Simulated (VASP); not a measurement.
Runs of VASP 6.6.1 on GeSb3O2. The structure is that of space group P-4m2 (No. 115), or close to it. The cells are those of the table. 

| task | cell | k mesh | cutoff (eV) | gap on the mesh (eV) | pressure (GPa) | largest force (eV/Å) |
| --- | --- | --- | --- | --- | --- | --- |
| single point | a = 4.223, b = 4.223, c = 7.467 Å, 6 atoms | 4 × 4 × 2 | 520 | none | (b) | 0.10 |
| relaxation of cell and atoms | relaxed from a = 3.850, b = 3.850, c = 8.498 Å, 6 atoms | 4 × 4 × 2 | 600 | none | 0.1 | 0.02 |
| single point | a = 4.223, b = 4.223, c = 7.467 Å, 6 atoms | 4 × 4 × 4 | 520 | none | 0.1 | 0.11 |
| single point | a = 3.850, b = 3.850, c = 8.498 Å, 6 atoms | 4 × 4 × 2 | 520 | none | -7.2 | (a) |

Alike in all rows: level PBE; potentials or basis VASP PAW PBE potentials, release 64 (Ge_d, Sb, O); no spin polarisation; smearing gaussian 0.1 eV.

**Question.** Fill in the values left out.

**Answer.** (a) 0.43; (b) 0.0.

Caveats: all runs use coarse meshes; spin-orbit coupling is left out, which moves the levels of the heavy elements; an odd number of electrons without spin polarisation forces a metal; a magnetic or distorted state may lie lower.

A k mesh can miss the band edges, and the runs leave out spin-orbit coupling on Ge, Sb.

A gap of «none» marks levels without a gap at the run's occupations.
